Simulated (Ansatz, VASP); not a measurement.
## One calculation of W, two programs

The input INCAR:

```
SYSTEM = W
PREC = Accurate
ENCUT = 600
EDIFF = 1E-7
ISMEAR = -1
SIGMA = 0.1
LREAL = .False.
LASPH = .True.
NELM = 100
ALGO = Normal
ISIF = 3
LWAVE = .False.
LCHARG = .False.
GGA = PE
IBRION = 2
NSW = 80
EDIFFG = -0.01
```

Contents of KPOINTS:

```
regular mesh
0
Gamma
  14 14 14
  0 0 0
```

POSCAR

```
W
1.0
   -1.5823400000      1.5823400000      1.5823400000
    1.5823400000     -1.5823400000      1.5823400000
    1.5823400000      1.5823400000     -1.5823400000
W
1
Direct
    0.0000000000      0.0000000000      0.0000000000
```

Input for Ansatz:

```yaml
crystal:
  lattice:
    - [-1.58234, 1.58234, 1.58234]
    - [1.58234, -1.58234, 1.58234]
    - [1.58234, 1.58234, -1.58234]
  atoms:
    - { symbol: W, position: [0.0, 0.0, 0.0] }
hamiltonian:
  xc: pbe
  pseudopotentials:
    kind: paw
    azcp:
      W: "pseudopotentials/W.paw.azcp"
basis:
  ecutwfc: 420
  fft_grid_basis: typed
kpoints:
  mp_grid: { grid: [14, 14, 14], shift: [0, 0, 0] }
magnetization:
  spin_polarized: false
scf:
  occupations: { method: fermi_dirac, width: 0.1 }
relax:
  max_steps: 60
  f_tol: 0.01
  cell: {}
```

Alike in both runs: task relaxation of cell and atoms; functional PBE; k mesh 14 × 14 × 14; occupations fermi-dirac, width 0.1 eV; no spin polarisation.

```csv
,VASP,Ansatz
version,VASP 6.6.1,Ansatz 0.2.0
potentials or method,"VASP PAW PBE potentials, release 64 (W_sv), cutoff 600 eV","plane waves (420 eV) with PAW, scalar-relativistic"
valence electrons in the cell,14,14
```

Ansatz gave:

* relaxed volume (Å³/atom): 16.14
* relaxed cell length with the largest relative difference (Å): 2.758

Problem. Estimate VASP's values.

Solution. Relaxed volume (Å³/atom): 16.17; relaxed cell length with the largest relative difference (Å): 2.759.

Neither program's run includes spin-orbit coupling.
